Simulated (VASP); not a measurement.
# AlZn (P4/mmm) in VASP: further runs

AlZn is run at these levels: PBE; tasks: single point.

Everything below comes from runs of VASP 6.6.1. Logs are shortened: lines on timing, memory, paths and dates and some standing lists are left out, and cuts for length are marked.

## (1) The cell of the first run

The structure is tetragonal, space group P4/mmm (No. 123). Conventional cell: a = 2.854 Å, b = 2.854 Å, c = 3.741 Å, α = 90.00°, β = 90.00°, γ = 90.00°. Al (site symmetry 4/mmm) has 8 Zn at 2.75 Å and 6 Al at 2.85 to 3.74 Å within 3.8 Å. Zn (site symmetry 4/mmm) has 8 Al at 2.75 Å and 6 Zn at 2.85 to 3.74 Å within 3.8 Å.

## (2) Single point, PBE

Contents of INCAR:

```
PREC = Accurate
ENCUT = 520
EDIFF = 1E-7
ISMEAR = 0
SIGMA = 0.1
LREAL = F
LASPH = T
NELM = 80
ALGO = Fast
ISIF = 2
LWAVE = F
LCHARG = F
GGA = PE
NBANDS = 14
```

Contents of KPOINTS:

```
regular mesh
0
Gamma
  6 6 6
```

Contents of POSCAR:

```
AlZn
1.0
    2.8538643532      0.0000000000      0.0000000000
    0.0000000000      2.8538643532      0.0000000000
    0.0000000000      0.0000000000      3.7406007773
Al Zn
1 1
Direct
    0.5000000000      0.5000000000      0.5000000000
    0.0000000000      0.0000000000      0.0000000000
```

Potentials or basis: VASP PAW PBE potentials, release 64 (Al, Zn).

Started as:

```console
cat potpaw_PBE.64/Al/POTCAR potpaw_PBE.64/Zn/POTCAR > POTCAR
mpirun -np 1 vasp_std > vasp.out
```

OUTCAR:

```text
PREC = Accurate
   ENCUT = 520
   EDIFF = 1E-7
   ISMEAR = 0
   LREAL = F
   LASPH = T
   NELM = 80
   ISIF = 2
   GGA = PE

 ion  position               nearest neighbor table
   1  0.500  0.500  0.500-   2 2.75   2 2.75   2 2.75   2 2.75   2 2.75   2 2.75   2 2.75   2 2.75

   2  0.000  0.000  0.000-   1 2.75   1 2.75   1 2.75   1 2.75   1 2.75   1 2.75   1 2.75   1 2.75

  LATTYP: Found a simple tetragonal cell.
 ALAT       =     2.8538643532
 C/A-ratio  =     1.3107142857

  Lattice vectors:

 A1 = (   2.8538643532,   0.0000000000,   0.0000000000)
 A2 = (   0.0000000000,   2.8538643532,   0.0000000000)
 A3 = (   0.0000000000,   0.0000000000,   3.7406007773)

Analysis of symmetry for initial positions (statically):
=====================================================================
 Subroutine PRICEL returns:
 Original cell was already a primitive cell.

 Routine SETGRP: Setting up the symmetry group for a
 simple tetragonal supercell.

 Subroutine GETGRP returns: Found 16 space group operations
 (whereof 16 operations were pure point group operations)
 out of a pool of 16 trial point group operations.

The static configuration has the point symmetry D_4h.

Analysis of symmetry for dynamics (positions and initial velocities):
=====================================================================
 Subroutine PRICEL returns:
 Original cell was already a primitive cell.

 Routine SETGRP: Setting up the symmetry group for a
 simple tetragonal supercell.

 Subroutine GETGRP returns: Found 16 space group operations
 (whereof 16 operations were pure point group operations)
 out of a pool of 16 trial point group operations.

The dynamic configuration has the point symmetry D_4h.

 Subroutine INISYM returns: Found 16 space group operations
 (whereof 16 operations are pure point group operations),
 and found     1 'primitive' translations

----------------------------------------------------------------------------------------

                                     Primitive cell

  volume of cell :      30.4655

  direct lattice vectors                    reciprocal lattice vectors
     2.853864353  0.000000000  0.000000000     0.350402078  0.000000000  0.000000000
     0.000000000  2.853864353  0.000000000     0.000000000  0.350402078  0.000000000
     0.000000000  0.000000000  3.740600777     0.000000000  0.000000000  0.267336735

  length of vectors
     2.853864353  2.853864353  3.740600777     0.350402078  0.350402078  0.267336735

  position of ions in fractional coordinates (direct lattice)
     0.500000000  0.500000000  0.500000000
     0.000000000  0.000000000  0.000000000

  ion indices of the primitive-cell ions
   primitive index   ion index
                 1           1
                 2           2

----------------------------------------------------------------------------------------

 KPOINTS: regular mesh

Automatic generation of k-mesh.
 Grid dimensions read from file:
 generate k-points for:    6    6    6

 Generating k-lattice:

  Cartesian coordinates                     Fractional coordinates (reciprocal lattice)
     0.058400346  0.000000000  0.000000000     0.166666667  0.000000000  0.000000000
     0.000000000  0.058400346  0.000000000     0.000000000  0.166666667  0.000000000
     0.000000000  0.000000000  0.044556123     0.000000000  0.000000000  0.166666667

  Length of vectors
     0.058400346  0.058400346  0.044556123

  Shift w.r.t. Gamma in fractional coordinates (k-lattice)
     0.000000000  0.000000000  0.000000000

 Subroutine IBZKPT returns following result:
 ===========================================

 Found     40 irreducible k-points:

 Following reciprocal coordinates:
            Coordinates               Weight
  0.000000  0.000000  0.000000      1.000000
  0.166667  0.000000  0.000000      4.000000
  0.333333  0.000000  0.000000      4.000000
  0.500000  0.000000  0.000000      2.000000
  0.166667  0.166667  0.000000      4.000000
  0.333333  0.166667  0.000000      8.000000
[... 16 lines left out ...]
  0.333333  0.000000  0.333333      8.000000
  0.500000  0.000000  0.333333      4.000000
 [... further k-points ...]
   k-points           NKPTS =     40   k-points in BZ     NKDIM =     40   number of bands    NBANDS=     14
   number of dos      NEDOS =    301   number of ions     NIONS =      2
   total plane-waves  NPLWV =  16128
   dimension x,y,z NGX =    24 NGY =   24 NGZ =   28
   dimension x,y,z NGXF=    48 NGYF=   48 NGZF=   56
   ions per type =               1   1
   NGX,Y,Z   is equivalent  to a cutoff of  13.98, 13.98, 12.44 a.u.
   NGXF,Y,Z  is equivalent  to a cutoff of  27.96, 27.96, 24.89 a.u.
 SYSTEM =  unknown system
   PREC   = accura    normal or accurate (medium, high low for compatibility)
   ISTART =      0    job   : 0-new  1-cont  2-samecut
   ICHARG =      2    charge: 1-file 2-atom 10-const
   ISPIN  =      1    spin polarized calculation?
   LNONCOLLINEAR =      F non collinear calculations
   LSORBIT =      F    spin-orbit coupling
   LASPH  =      T    aspherical Exc in radial PAW
   ENCUT  =  520.0 eV  38.22 Ry    6.18 a.u.   5.31  5.31  6.96*2*pi/ulx,y,z
   NELM   =     80;   NELMIN=  2; NELMDL= -5     # of ELM steps
   EDIFF  = 0.1E-06   stopping-criterion for ELM
   LREAL  =      F    real-space projection
   EDIFFG = 0.1E-05   stopping-criterion for IOM
   NSW    =      0    number of steps for IOM
   IBRION =     -1    ionic relax: 0-MD 1-quasi-New 2-CG
   NFREE  =      0    steps in history (QN), initial steepest desc. (CG)
   ISIF   =      2    stress and relaxation
   ISYM   =      2    0-nonsym 1-usesym 2-fastsym
   POTIM  = 0.5000    time-step for ionic-motion
   TEBEG  =    0.0;   TEEND  =   0.0 temperature during run
   PSTRESS=    0.0 pullay stress
   NELECT =      15.0000    total number of electrons
   NUPDOWN=      -1.0000    fix difference up-down
   EMIN   =  10.00;   EMAX   =-10.00  energy-range for DOS
   EFERMI =   0.00;   METHOD = LEGACY
   ISMEAR =     0;   SIGMA  =   0.10  broadening in eV -4-tet -1-fermi 0-gaus
   EFERMI_NEDOS =   21; number of points for ismear=-14 and -15
   IALGO  =     68    algorithm
   IMIX   =      4    mixing-type and parameters
     AMIX     =   0.40;   BMIX     =  1.00
     AMIX_MAG =   1.60;   BMIX_MAG =  1.00
  volume/ion in A,a.u.               =      15.23       102.80
  Fermi-wavevector in a.u.,A,eV,Ry     =   1.292714  2.442876 22.736838  1.671110
  Thomas-Fermi vector in A             =   2.424405
   LORBIT       =      0    0 simple, 1 ext, 2 COOP (PROOUT), +10 PAW based schemes
   GGA     = PE    functional components
   LHFCALC =     F    Hartree Fock is set to
   AEXX    =    0.0000 exact exchange contribution
   IVDW    =     0    specifies the selected vdW correction
   LEPSILON=     F    determine dielectric tensor
   LRPA    =     F    only Hartree local field effects (RPA)
 non-spin polarized calculation
 RMM-DIIS sequential band-by-band and
 Gauss-broadening in eV      SIGMA  =   0.10
  energy-cutoff  :      520.00
  volume of cell :       30.47
 maximum number of plane-waves:       840
 NGX is ok and might be reduce to    24
   NGX = 11   NGY = 11   NGZ = 13

 number of electron      15.0000010 magnetization

 Free energy of the ion-electron system (eV)
  ---------------------------------------------------
  ext. energy  EPLUGINS =         0.00000000
  ---------------------------------------------------
  free energy    TOTEN  =        -4.81268714 eV

  energy without entropy =       -4.81146992  energy(sigma->0) =       -4.81207853

 E-fermi :   6.0950     XC(G=0): -11.0283

 val. band max:        6.0343688607   @ k =   0.5000   0.5000   0.3333
 cond. band min:       6.1294874659   @ k =   0.5000   0.5000   0.1667
 fundamental gap:      0.0951186052
 Fermi energy:         6.0949599705

 k-point     1 :       0.0000    0.0000    0.0000
  band No.  band energies     occupation
      1      -5.0662      2.00000
      2      -1.9814      2.00000
      3      -1.9150      2.00000
      4      -1.4058      2.00000
      5      -1.4058      2.00000
      6      -1.2602      2.00000
      7       4.7332      2.00000
      8       7.2574      0.00000
      9      12.0690      0.00000
     10      12.0690      0.00000
     11      13.0352      0.00000
     12      16.1667      0.00000
     13      21.9608      0.00000
     14      21.9657      0.00000

 k-point     2 :       0.1667    0.0000    0.0000
  band No.  band energies     occupation
      1      -4.5551      2.00000
      2      -1.9254      2.00000
      3      -1.8140      2.00000
      4      -1.5291      2.00000
      5      -1.3956      2.00000
      6      -1.3217      2.00000
      7       5.3339      2.00000
      8       7.5967      0.00000
      9       7.8430      0.00000
     10      12.5930      0.00000
     11      14.6872      0.00000
     12      17.3600      0.00000
     13      19.1281      0.00000
     14      19.8037      0.00000

 k-point     3 :       0.3333    0.0000    0.0000
  band No.  band energies     occupation
      1      -3.1228      2.00000
      2      -1.8461      2.00000
      3      -1.7482      2.00000
      4      -1.4956      2.00000
      5      -1.4411      2.00000
      6      -1.3752      2.00000
      7       3.4501      2.00000
      8       7.0003      0.00000
      9       8.9346      0.00000
     10      13.0954      0.00000
     11      14.1104      0.00000
     12      14.1438      0.00000
     13      16.9646      0.00000
     14      19.7530      0.00000
[... 324 lines left out ...]
 k-point    23 :       0.3333    0.0000    0.3333
  band No.  band energies     occupation
      1      -2.4346      2.00000
      2      -1.9310      2.00000
      3      -1.5247      2.00000
      4      -1.4376      2.00000
      5      -1.4030      2.00000
      6      -1.1240      2.00000
      7       2.0491      2.00000
      8       4.6832      2.00000
      9       8.1409      0.00000
     10      15.2638      0.00000
     11      15.6921      0.00000
     12      17.1536      0.00000
     13      18.6954      0.00000
     14      20.2379      0.00000

 k-point    24 :       0.5000    0.0000    0.3333
  band No.  band energies     occupation
      1      -2.2133      2.00000
      2      -1.8948      2.00000
      3      -1.4952      2.00000
      4      -1.4669      2.00000
      5      -1.3916      2.00000
      6       1.0984      2.00000
      7       1.1049      2.00000
      8       4.4782      2.00000
      9       4.9311      2.00000
     10      17.0990      0.00000
     11      17.3160      0.00000
     12      17.7251      0.00000
     13      18.3582      0.00000
     14      19.1974      0.00000

 [... further k-points ...]

------------------------ aborting loop because EDIFF is reached ----------------------------------------

  FORCE on cell =-STRESS in cart. coord.  units (eV):
  Direction    XX          YY          ZZ          XY          YZ          ZX
  --------------------------------------------------------------------------------------
  -------------------------------------------------------------------------------------
  Total        0.3275181      0.3275181      1.4809860      0.0000000      0.0000000     -0.0000000
  in kB       17.2241541     17.2241541     77.8849436      0.0000000      0.0000000     -0.0000000
  external PRESSURE =      37.4444172 kB  Pullay stress =       0.0000000 kB

 VOLUME and BASIS-vectors are now :
 -----------------------------------------------------------------------------
  energy-cutoff  :      520.00
  volume of cell :       30.47
      direct lattice vectors                 reciprocal lattice vectors
     2.853864353  0.000000000  0.000000000     0.350402078  0.000000000  0.000000000
     0.000000000  2.853864353  0.000000000     0.000000000  0.350402078  0.000000000
     0.000000000  0.000000000  3.740600777     0.000000000  0.000000000  0.267336735

 POSITION                                       TOTAL-FORCE (eV/Angst)
 -----------------------------------------------------------------------------------
      1.42693      1.42693      1.87030         0.000000      0.000000      0.000000
      0.00000      0.00000      0.00000         0.000000      0.000000      0.000000
 -----------------------------------------------------------------------------------
    total drift:                                0.000000      0.000000      0.000000

  FREE ENERGIE OF THE ION-ELECTRON SYSTEM (eV)
  ---------------------------------------------------
  free  energy   TOTEN  =        -4.8126871354 eV

  energy  without entropy=       -4.8114699192  energy(sigma->0) =       -4.81207853
```

It took 6.8 s on 1 thread of Intel Xeon 6975P-C (Granite Rapids), shared host; peak memory 0.15 GiB.

What came out:

- Free energy: -4.8127 eV
- Pressure: 3.7 GPa
- Band gap on the k mesh: zero (an odd number of electrons rules out a gap without spin polarisation)

Stress tensor (GPa, compression positive):
```
1.72 0.00 0.00
0.00 1.72 0.00
0.00 0.00 7.79
```

Levels at points of the mesh, in eV from the Fermi level:
```
           k point  band 3  band 4  band 5  band 6  band 7  band 8  band 9  band 10  band 11  band 12
(0.00, 0.00, 0.00)   -8.01   -7.50   -7.50   -7.36   -1.36    1.16    5.97     5.97     6.94    10.07
(0.50, 0.00, 0.00)   -7.87   -7.59   -7.46   -6.53   -5.61    3.08    3.98     4.63     5.58    10.23
(0.50, 0.50, 0.00)   -7.82   -7.65   -7.13   -2.65   -2.65   -0.93   -0.18     6.61     7.89     7.89
(0.00, 0.00, 0.50)   -8.05   -7.54   -7.54   -7.35   -7.27    7.55    8.62     8.62     8.82     8.82
(0.50, 0.00, 0.50)   -7.59   -7.50   -7.42   -4.29   -3.83   -3.06   -2.79    11.52    12.78    13.04
(0.50, 0.50, 0.50)   -8.01   -7.41   -7.13    0.33    0.33    0.43    0.43     0.66     1.46     2.26
```

Caveat: the k points lie up to 0.37 Å⁻¹ apart, too coarse for converged energies and pressures of a metal.

## (3) Single point, PBE

This run uses another cell than the first one, of 15.94 Å³/atom.

Contents of INCAR:

```
SYSTEM = AlZn
PREC = Accurate
ENCUT = 520
EDIFF = 1E-6
ISMEAR = 0
SIGMA = 0.1
LREAL = .FALSE.
LASPH = .TRUE.
NELM = 60
ALGO = Fast
ISIF = 2
LWAVE = .FALSE.
LCHARG = .FALSE.
GGA = PE
NBANDS = 14
```

Contents of KPOINTS:

```
regular mesh
0
G
  20 20 14
  0 0 0
```

Contents of POSCAR:

```
AlZn
1.0
    2.8295899260      0.0000000000      0.0000000000
    0.0000000000      2.8295899260      0.0000000000
    0.0000000000      0.0000000000      3.9813659844
Al Zn
1 1
Direct
    0.5000000000      0.5000000000      0.5000000000
    0.0000000000      0.0000000000      0.0000000000
```

Potentials or basis: VASP PAW PBE potentials, release 64 (Al, Zn).

Started as:

```console
cat potpaw_PBE.64/Al/POTCAR potpaw_PBE.64/Zn/POTCAR > POTCAR
mpirun -np 1 vasp_std > vasp.out
```

OUTCAR:

```text
SYSTEM = AlZn
   PREC = Accurate
   ENCUT = 520
   EDIFF = 1E-6
   ISMEAR = 0
   LREAL = .FALSE.
   LASPH = .TRUE.
   NELM = 60
   ISIF = 2
   GGA = PE

 ion  position               nearest neighbor table
   1  0.500  0.500  0.500-   2 2.82   2 2.82   2 2.82   2 2.82   2 2.82   2 2.82   2 2.82   2 2.82

   2  0.000  0.000  0.000-   1 2.82   1 2.82   1 2.82   1 2.82   1 2.82   1 2.82   1 2.82   1 2.82

  LATTYP: Found a simple tetragonal cell.
 ALAT       =     2.8295899260
 C/A-ratio  =     1.4070469886

  Lattice vectors:

 A1 = (   2.8295899260,   0.0000000000,   0.0000000000)
 A2 = (   0.0000000000,   2.8295899260,   0.0000000000)
 A3 = (   0.0000000000,   0.0000000000,   3.9813659844)

Analysis of symmetry for initial positions (statically):
=====================================================================
 Subroutine PRICEL returns:
 Original cell was already a primitive cell.

 Routine SETGRP: Setting up the symmetry group for a
 simple tetragonal supercell.

 Subroutine GETGRP returns: Found 16 space group operations
 (whereof 16 operations were pure point group operations)
 out of a pool of 16 trial point group operations.

The static configuration has the point symmetry D_4h.

[... 170 lines left out ...]
  band No.  band energies     occupation
      1      -5.1396      2.00000
      2      -2.2755      2.00000
      3      -2.2008      2.00000
      4      -1.6776      2.00000
      5      -1.6776      2.00000
      6      -1.5262      2.00000
      7       3.6190      2.00000
      8       5.6669      1.38795
      9      12.3272      0.00000
     10      12.3272      0.00000
     11      12.9679      0.00000
     12      16.2307      0.00000
     13      21.2870      0.00000
     14      21.3244      0.00000
[... 377 lines left out ...]
      1      -4.2137      2.00000
      2      -2.1516      2.00000
      3      -2.0241      2.00000
      4      -1.8563      2.00000
      5      -1.7064      2.00000
      6      -1.6314      2.00000
      7       4.7101      2.00000
      8       6.4330      0.00000
      9       7.0574      0.00000
     10      10.7289      0.00000
     11      15.6852      0.00000
     12      16.2017      0.00000
     13      18.3554      0.00000
     14      19.1880      0.00000

 [... further k-points ...]
[... 5 lines left out ...]
  --------------------------------------------------------------------------------------
  -------------------------------------------------------------------------------------
  Total        0.0336656      0.0336656      0.0435473      0.0000000      0.0000000     -0.0000000
  in kB        1.6920663      1.6920663      2.1887310      0.0000000      0.0000000     -0.0000000
  external PRESSURE =       1.8576212 kB  Pullay stress =       0.0000000 kB

 VOLUME and BASIS-vectors are now :
 -----------------------------------------------------------------------------
  energy-cutoff  :      520.00
  volume of cell :       31.88
      direct lattice vectors                 reciprocal lattice vectors
     2.829589926  0.000000000  0.000000000     0.353408100  0.000000000  0.000000000
     0.000000000  2.829589926  0.000000000     0.000000000  0.353408100  0.000000000
     0.000000000  0.000000000  3.981365984     0.000000000  0.000000000  0.251170077

 POSITION                                       TOTAL-FORCE (eV/Angst)
 -----------------------------------------------------------------------------------
      1.41479      1.41479      1.99068         0.000000      0.000000      0.000000
      0.00000      0.00000      0.00000         0.000000      0.000000      0.000000
 -----------------------------------------------------------------------------------
    total drift:                                0.000000      0.000000      0.000000

  FREE ENERGIE OF THE ION-ELECTRON SYSTEM (eV)
  ---------------------------------------------------
  free  energy   TOTEN  =        -4.7944381711 eV

  energy  without entropy=       -4.7910308082  energy(sigma->0) =       -4.79273449
```

OSZICAR:

```text
N       E                     dE             d eps       ncg     rms          rms(c)
DAV:   1     0.506380648675E+02    0.50638E+02   -0.69811E+03 14840   0.125E+03
DAV:   2    -0.313936736466E+01   -0.53777E+02   -0.50114E+02 15606   0.220E+02
DAV:   3    -0.505158102331E+01   -0.19122E+01   -0.19023E+01 18540   0.405E+01
DAV:   4    -0.506882776474E+01   -0.17247E-01   -0.17244E-01 17298   0.363E+00
DAV:   5    -0.506915474307E+01   -0.32698E-03   -0.32697E-03 19040   0.532E-01    0.350E+00
RMM:   6    -0.482590063119E+01    0.24325E+00   -0.98995E-01 17440   0.117E+01    0.303E+00
RMM:   7    -0.480317375309E+01    0.22727E-01   -0.74577E-02 18663   0.391E+00    0.134E+00
RMM:   8    -0.479485185815E+01    0.83219E-02   -0.70832E-03 17710   0.620E-01    0.208E-01
RMM:   9    -0.479445193046E+01    0.39993E-03   -0.98507E-04 18630   0.380E-01    0.110E-01
RMM:  10    -0.479443362005E+01    0.18310E-04   -0.19185E-04 19228   0.155E-01    0.351E-02
RMM:  11    -0.479443773090E+01   -0.41108E-05   -0.41212E-05 19892   0.582E-02    0.135E-02
RMM:  12    -0.479443817112E+01   -0.44022E-06   -0.73552E-06 17766   0.252E-02
   1 F= -.47944382E+01 E0= -.47927345E+01  d E =-.340736E-02
```

Run time: 61 s. Hardware: 1 thread of Intel Xeon 6975P-C (Granite Rapids), shared host; peak memory 0.35 GiB.

Results:

```
Free energy            : -4.7944 eV
Pressure               : 0.2 GPa
Band gap on the k mesh : zero (an odd number of electrons rules out a gap without spin polarisation)
```

Levels at points of the mesh, in eV from the Fermi level:
```tsv
k point	band 3	band 4	band 5	band 6	band 7	band 8	band 9	band 10	band 11	band 12
(0.00, 0.00, 0.00)	-7.90	-7.38	-7.38	-7.23	-2.08	-0.04	6.62	6.62	7.27	10.53
(0.50, 0.00, 0.00)	-7.73	-7.47	-7.34	-6.14	-5.33	2.47	3.30	3.73	4.38	10.95
(0.50, 0.50, 0.00)	-7.71	-7.49	-7.01	-2.20	-2.20	-0.47	0.17	6.09	6.93	6.93
(0.00, 0.00, 0.50)	-7.96	-7.40	-7.40	-7.30	-7.23	7.70	8.81	8.81	9.30	9.30
(0.50, 0.00, 0.50)	-7.46	-7.36	-7.34	-4.20	-3.61	-2.99	-2.97	11.85	12.24	12.89
(0.50, 0.50, 0.50)	-7.85	-7.33	-7.01	0.35	0.35	0.57	0.57	0.92	1.43	2.36
```

The gap in the log of VASP goes by the Fermi energy; the results here count the filled bands.